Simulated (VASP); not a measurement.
# N (P4_2/mnm) in VASP: notebook, part 2 of 2

VASP 6.6.1. The steps go on from the part before.

## 3. Single point, LDA

This run uses another cell than the first one, of the same volume but with other edges.

The input, INCAR:

```
PREC = Accurate
ENCUT = 520
EDIFF = 1E-7
ISMEAR = 0
SIGMA = 0.05
LREAL = F
LASPH = T
NELM = 100
ALGO = Normal
ISIF = 2
LWAVE = F
LCHARG = T
GGA = CA
LELF = T
LVHAR = T
NBANDS = 18
```

The input, KPOINTS:

```
regular mesh
0
Gamma
  6 6 6
```

The input, POSCAR:

```
N
1.0
    3.8432494580      0.0000000000      0.0000000000
    0.0000000000      3.8432494580      0.0000000000
    0.0000000000      0.0000000000      6.0368363706
N
4
Direct
    0.9042752000      0.9042752000      0.0000000000
    0.5957248000      0.4042752000      0.5000000000
    0.0957248000      0.0957248000      0.0000000000
    0.4042752000      0.5957248000      0.5000000000
```

Potentials or basis: VASP PAW LDA potentials, release 64 (N).

Run with:

```console
> cat potpaw_LDA.64/N/POTCAR > POTCAR
> mpirun -np 1 vasp_std > vasp.out
```

OUTCAR:

```text
PREC = Accurate
   ENCUT = 520
   EDIFF = 1E-7
   ISMEAR = 0
   LREAL = F
   LASPH = T
   NELM = 100
   ISIF = 2
   GGA = CA

 ion  position               nearest neighbor table
   1  0.904  0.904  0.000-   3 1.04
   2  0.596  0.404  0.500-   4 1.04
   3  0.096  0.096  0.000-   1 1.04
   4  0.404  0.596  0.500-   2 1.04

  LATTYP: Found a simple tetragonal cell.
 ALAT       =     3.8432494580
 C/A-ratio  =     1.5707636042

  Lattice vectors:

 A1 = (   3.8432494580,   0.0000000000,   0.0000000000)
 A2 = (   0.0000000000,   3.8432494580,   0.0000000000)
 A3 = (   0.0000000000,   0.0000000000,   6.0368363706)

Analysis of symmetry for initial positions (statically):
=====================================================================
 Subroutine PRICEL returns:
 Original cell was already a primitive cell.

 Routine SETGRP: Setting up the symmetry group for a
 simple tetragonal supercell.

 Subroutine GETGRP returns: Found 16 space group operations
 (whereof  8 operations were pure point group operations)
 out of a pool of 16 trial point group operations.

The static configuration has the point symmetry D_2h.
 The point group associated with its full space group is D_4h.

Analysis of symmetry for dynamics (positions and initial velocities):
=====================================================================
 Subroutine PRICEL returns:
 Original cell was already a primitive cell.

 Routine SETGRP: Setting up the symmetry group for a
 simple tetragonal supercell.

 Subroutine GETGRP returns: Found 16 space group operations
 (whereof  8 operations were pure point group operations)
 out of a pool of 16 trial point group operations.

The dynamic configuration has the point symmetry D_2h.
 The point group associated with its full space group is D_4h.

 Subroutine INISYM returns: Found 16 space group operations
 (whereof  8 operations are pure point group operations),
[... 119 lines left out ...]
     AMIX     =   0.40;   BMIX     =  1.00
     AMIX_MAG =   1.60;   BMIX_MAG =  1.00
  volume/ion in A,a.u.               =      22.29       150.43
  Fermi-wavevector in a.u.,A,eV,Ry     =   0.994678  1.879669 13.461399  0.989385
  Thomas-Fermi vector in A             =   2.126646
   LORBIT       =      0    0 simple, 1 ext, 2 COOP (PROOUT), +10 PAW based schemes
   GGA     = CA    functional components
   LHFCALC =     F    Hartree Fock is set to
   AEXX    =    0.0000 exact exchange contribution
   IVDW    =     0    specifies the selected vdW correction
   LEPSILON=     F    determine dielectric tensor
   LRPA    =     F    only Hartree local field effects (RPA)
 non-spin polarized calculation
 Gauss-broadening in eV      SIGMA  =   0.05
  energy-cutoff  :      520.00
  volume of cell :       89.17
 maximum number of plane-waves:      2424
 NGX is ok and might be reduce to    30

 number of electron      20.0000001 magnetization

 Free energy of the ion-electron system (eV)
  ---------------------------------------------------
  ext. energy  EPLUGINS =         0.00000000
  ---------------------------------------------------
  free energy    TOTEN  =       -34.47619427 eV

  energy without entropy =      -34.47619427  energy(sigma->0) =      -34.47619427

 E-fermi :  -6.2712     XC(G=0):  -6.9420

 val. band max:       -6.5715948622   @ k =   0.5000   0.5000   0.5000
 cond. band min:       0.8025686156   @ k =   0.0000   0.0000   0.0000
 fundamental gap:      7.3741634778
 Fermi energy:        -6.2711932268

 k-point     1 :       0.0000    0.0000    0.0000
  band No.  band energies     occupation
      1     -25.9119      2.00000
      2     -25.8769      2.00000
      3      -9.3199      2.00000
      4      -9.2174      2.00000
      5      -9.2174      2.00000
      6      -8.7637      2.00000
[... 481 lines left out ...]
      5      -8.9344      2.00000
      6      -8.9344      2.00000
[... 10 lines left out ...]
     17       7.4352      0.00000
     18       7.4352      0.00000

 [... further k-points ...]

------------------------ aborting loop because EDIFF is reached ----------------------------------------

  FORCE on cell =-STRESS in cart. coord.  units (eV):
  Direction    XX          YY          ZZ          XY          YZ          ZX
  --------------------------------------------------------------------------------------
  -------------------------------------------------------------------------------------
  Total       12.4195055     12.4195055     -0.4454602      0.0000000      0.0000000      0.0000000
  in kB      223.1558786    223.1558786     -8.0041075      0.0000000      0.0000000      0.0000000
  external PRESSURE =     146.1025499 kB  Pullay stress =       0.0000000 kB

 VOLUME and BASIS-vectors are now :
 -----------------------------------------------------------------------------
  energy-cutoff  :      520.00
  volume of cell :       89.17
      direct lattice vectors                 reciprocal lattice vectors
     3.843249458  0.000000000  0.000000000     0.260196485  0.000000000  0.000000000
     0.000000000  3.843249458  0.000000000     0.000000000  0.260196485  0.000000000
     0.000000000  0.000000000  6.036836371     0.000000000  0.000000000  0.165649678

 POSITION                                       TOTAL-FORCE (eV/Angst)
 -----------------------------------------------------------------------------------
      3.47536      3.47536      0.00000        -8.659158     -8.659158     -0.000000
      2.28952      1.55373      3.01842         8.659158     -8.659158     -0.000000
      0.36789      0.36789      0.00000         8.659158      8.659158      0.000000
      1.55373      2.28952      3.01842        -8.659158      8.659158      0.000000
 -----------------------------------------------------------------------------------
    total drift:                               -0.000000     -0.000000      0.000000

  FREE ENERGIE OF THE ION-ELECTRON SYSTEM (eV)
  ---------------------------------------------------
  free  energy   TOTEN  =       -34.4761942705 eV

  energy  without entropy=      -34.4761942705  energy(sigma->0) =      -34.47619427
```

OSZICAR:

```text
N       E                     dE             d eps       ncg     rms          rms(c)
DAV:   1     0.924679058140E+02    0.92468E+02   -0.89011E+03  1440   0.921E+02
DAV:   2    -0.298509057195E+02   -0.12232E+03   -0.11911E+03  1842   0.210E+02
DAV:   3    -0.372522820791E+02   -0.74014E+01   -0.73395E+01  1686   0.549E+01
DAV:   4    -0.373009563798E+02   -0.48674E-01   -0.48623E-01  1616   0.517E+00
DAV:   5    -0.373013117394E+02   -0.35536E-03   -0.35534E-03  1632   0.432E-01    0.127E+01
DAV:   6    -0.349763391395E+02    0.23250E+01   -0.30835E+00  1494   0.119E+01    0.717E+00
DAV:   7    -0.344933793941E+02    0.48296E+00   -0.15935E+00  1728   0.878E+00    0.219E+00
DAV:   8    -0.344768669389E+02    0.16512E-01   -0.10231E-01  1520   0.204E+00    0.338E-01
DAV:   9    -0.344762760998E+02    0.59084E-03   -0.64506E-03  1552   0.526E-01    0.157E-01
DAV:  10    -0.344762104137E+02    0.65686E-04   -0.10174E-03  1580   0.217E-01    0.420E-02
DAV:  11    -0.344761939653E+02    0.16448E-04   -0.34785E-05  1564   0.461E-02    0.717E-03
DAV:  12    -0.344761940906E+02   -0.12533E-06   -0.62495E-06  1566   0.179E-02    0.740E-03
DAV:  13    -0.344761942959E+02   -0.20530E-06   -0.60352E-07  1554   0.598E-03    0.299E-03
DAV:  14    -0.344761942705E+02    0.25408E-07   -0.77805E-08   972   0.209E-03
   1 F= -.34476194E+02 E0= -.34476194E+02  d E =-.129808E-18
```

stdout:

```text
POSCAR found type information on POSCAR N
 POSCAR found :  1 types and       4 ions
 scaLAPACK will be used
 LDA part: xc-table for (Slater(with rela. corr.)+CA(PZ))
 , standard interpolation
 POSCAR, INCAR and KPOINTS ok, starting setup
 FFT: planning ... GRIDC
 FFT: planning ... GRID_SOFT
 FFT: planning ... GRID
 WAVECAR not read
 entering main loop
```

Wall time 2.2 min (1 thread of AMD EPYC, shared host); peak memory 0.15 GiB.

Results:

- Free energy: -34.4762 eV
- Pressure: 14.6 GPa
- Largest force: 12.246 eV/Å
- Band gap on the k mesh: 7.37 eV (least direct gap 7.96 eV)

Forces in eV/Å, atoms in the order of the input:
```
N   -8.659 -8.659  0.000
N    8.659 -8.659  0.000
N    8.659  8.659  0.000
N   -8.659  8.659  0.000
```

Levels at points of the mesh, in eV from the valence-band top:
| k point | band 6 | band 7 | band 8 | band 9 | band 10 | band 11 | band 12 | band 13 | band 14 | band 15 |
| --- | --- | --- | --- | --- | --- | --- | --- | --- | --- | --- |
| (0.00, 0.00, 0.00) | -2.19 | -2.12 | -2.12 | -1.24 | -0.58 | 7.37 | 7.98 | 8.86 | 8.86 | 10.69 |
| (0.50, 0.00, 0.00) | -2.41 | -2.23 | -2.23 | -0.38 | -0.38 | 8.40 | 8.40 | 8.53 | 8.53 | 11.83 |
| (0.50, 0.50, 0.00) | -2.61 | -2.34 | -2.34 | -0.01 | -0.01 | 8.13 | 8.13 | 9.66 | 9.66 | 12.00 |
| (0.00, 0.00, 0.50) | -2.54 | -2.13 | -2.13 | -0.84 | -0.84 | 7.66 | 7.66 | 8.86 | 8.86 | 11.21 |
| (0.50, 0.00, 0.50) | -2.35 | -2.21 | -2.21 | -0.41 | -0.41 | 8.12 | 8.12 | 8.79 | 8.79 | 12.14 |
| (0.50, 0.50, 0.50) | -2.65 | -2.34 | -2.34 | 0.00 | 0.00 | 8.18 | 8.18 | 9.66 | 9.66 | 12.29 |

Caveat: the standard files for N, O and F lose accuracy on very short bonds; the cell stands under pressure; forces of over 1 eV/Å act on the atoms, so gaps and moduli don't describe the material at rest. A k mesh can miss the band edges.

## 4. Single point, LDA

This run uses another cell than the first one, of the same volume but with other edges.

The input, INCAR:

```
PREC = Accurate
ENCUT = 520
EDIFF = 1E-6
ISMEAR = 0
SIGMA = 0.05
LREAL = False
LASPH = True
NELM = 80
ALGO = Normal
ISIF = 2
LWAVE = False
LCHARG = False
GGA = CA
NBANDS = 18
```

KPOINTS is that of step 3.

The input, POSCAR:

```
N
1.0
    4.1991660401      0.0000000000      0.0000000000
    0.0000000000      4.1991660401      0.0000000000
    0.0000000000      0.0000000000      5.0568545077
N
4
Direct
    0.9042752000      0.9042752000      0.0000000000
    0.5957248000      0.4042752000      0.5000000000
    0.0957248000      0.0957248000      0.0000000000
    0.4042752000      0.5957248000      0.5000000000
```

Run with:

```console
> cat potpaw_LDA.64/N/POTCAR > POTCAR
> mpirun -np 1 vasp_std > vasp.out
```

Run time: 1.8 min. Hardware: 1 thread of AMD EPYC, shared host; peak memory 0.15 GiB.

Results (log left out):

- Free energy: -35.0311 eV
- Pressure: -6.8 GPa
- Largest force: 4.504 eV/Å
- Band gap on the k mesh: 6.37 eV (least direct gap 6.44 eV)

Forces on the atoms (eV/Å):
```
N    3.185  3.185  0.000
N   -3.185  3.185  0.000
N   -3.185 -3.185  0.000
N    3.185 -3.185  0.000
```

Stress tensor (GPa, compression positive):
```
-9.94  0.00  0.00
 0.00 -9.94  0.00
 0.00  0.00 -0.65
```

Levels at points of the mesh, in eV from the valence-band top:
```csv
k point,band 7,band 8,band 9,band 10,band 11,band 12,band 13,band 14
"(0.00, 0.00, 0.00)",-1.31,-1.16,-1.03,-0.08,6.37,7.42,7.61,7.61
"(0.50, 0.00, 0.00)",-1.50,-1.50,-0.19,-0.19,7.41,7.41,7.46,7.46
"(0.50, 0.50, 0.00)",-1.45,-1.45,-0.06,-0.06,7.24,7.24,8.07,8.07
"(0.00, 0.00, 0.50)",-1.33,-1.33,-0.32,-0.32,6.86,6.86,7.58,7.58
"(0.50, 0.00, 0.50)",-1.26,-1.26,-0.28,-0.28,7.03,7.03,7.74,7.74
"(0.50, 0.50, 0.50)",-1.52,-1.52,0.00,0.00,7.25,7.25,8.07,8.07
```

Caveat: the standard files for N, O and F lose accuracy on very short bonds; the cell stands under tension; forces of over 1 eV/Å act on the atoms, so gaps and moduli don't describe the material at rest.

## 5. Overview

| cell | gap on the mesh (eV) | pressure (GPa) | largest force (eV/Å) |
| --- | --- | --- | --- |
| a = 4.311, b = 4.311, c = 4.797 Å, 4 atoms | 6.04 | -11.4 | 7.65 |
| a = 3.843, b = 3.843, c = 6.037 Å, 4 atoms | 7.37 | 14.6 | 12.25 |
| a = 4.199, b = 4.199, c = 5.057 Å, 4 atoms | 6.37 | -6.8 | 4.50 |

Alike in all rows: task single point; level LDA; potentials or basis VASP PAW LDA potentials, release 64 (N); no spin polarisation; k mesh 6 × 6 × 6; cutoff (eV) 520; smearing gaussian 0.05 eV.

Caveats: the standard files for N, O and F lose accuracy on very short bonds; forces of over 1 eV/Å act on the atoms, so gaps and moduli don't describe the material at rest; the cell stands under tension (at least some runs); the cell stands under pressure (at least some runs).

Total energies depend on the potentials used, so only differences within one code and one set of settings carry meaning.
